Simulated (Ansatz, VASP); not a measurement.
## One calculation of GaN, two programs

The input POSCAR:

```
GaN
1.0
    0.0000000000      2.0654723626      2.0654723626
    2.0654723626      0.0000000000      2.0654723626
    2.0654723626      2.0654723626      0.0000000000
Ga N
1 1
Direct
    0.5000000000      0.5000000000      0.5000000000
    0.0000000000      0.0000000000      0.0000000000
```

Contents of INCAR.step1:

```
PREC     = Accurate       # precision mode
ENCUT    = 520            # plane-wave cutoff, eV
ISMEAR   = 0              # smearing method
SIGMA    = 0.01           # smearing width, eV
LREAL    = False          # projectors in reciprocal space
LASPH    = True           # aspherical terms in the spheres
NELM     = 80             # most SCF steps
NBANDS   = 16             # bands
GGA      = PE             # functional
ALGO     = Normal         # electronic algorithm
EDIFF    = 1E-4           # SCF threshold, eV
LWAVE    = True           # write WAVECAR
LCHARG   = False          # write CHGCAR
```

The input INCAR.step2:

```
PREC     = Accurate       # precision mode
ENCUT    = 520            # plane-wave cutoff, eV
EDIFF    = 1E-7           # SCF threshold, eV
ISMEAR   = 0              # smearing method
SIGMA    = 0.01           # smearing width, eV
LREAL    = False          # projectors in reciprocal space
LASPH    = True           # aspherical terms in the spheres
NELM     = 80             # most SCF steps
ALGO     = Normal         # electronic algorithm
ISIF     = 2              # what is computed and relaxed
LWAVE    = False          # write WAVECAR
LCHARG   = False          # write CHGCAR
METAGGA  = R2SCAN         # meta-GGA
LMIXTAU  = True         
NBANDS   = 16             # bands
ISTART   = 1
```

The input KPOINTS:

```
regular mesh
0
Gamma
  8 8 8
```

Input for Ansatz:

```yaml
crystal:
  lattice:
    - [0.0, 2.0654723626, 2.0654723626]
    - [2.0654723626, 0.0, 2.0654723626]
    - [2.0654723626, 2.0654723626, 0.0]
  atoms:
    - { symbol: Ga, position: [0.5, 0.5, 0.5] }
    - { symbol: "N", position: [0.0, 0.0, 0.0] }
kpoints:
  mp_grid: { grid: [8, 8, 8] }
hamiltonian:
  xc: r2scan
scf:
  occupations: { method: fixed }
  n_extra_bands: 4
output:
  forces: true
  stress: true
  eigenvalues: true
```

Alike in both runs: task single point; functional r2SCAN; k mesh 8 × 8 × 8; no spin polarisation.

```csv
,VASP,Ansatz
version,VASP 6.6.1,Ansatz 0.2.0
potentials or method,"VASP PAW PBE potentials, release 64 (Ga_d, N)","plane waves, PAW"
plane-wave cutoff (eV),520,500
occupations,"gaussian, width 0.01 eV",fixed
valence electrons in the cell,18,18
```

```csv
,VASP,Ansatz,Ansatz less VASP
gap on the k mesh at the Fermi level (eV),1.60,1.62,+0.027
pressure (GPa),18.9,17.3,-1.63
```

VASP's potentials were made for PBE, not for r2SCAN.
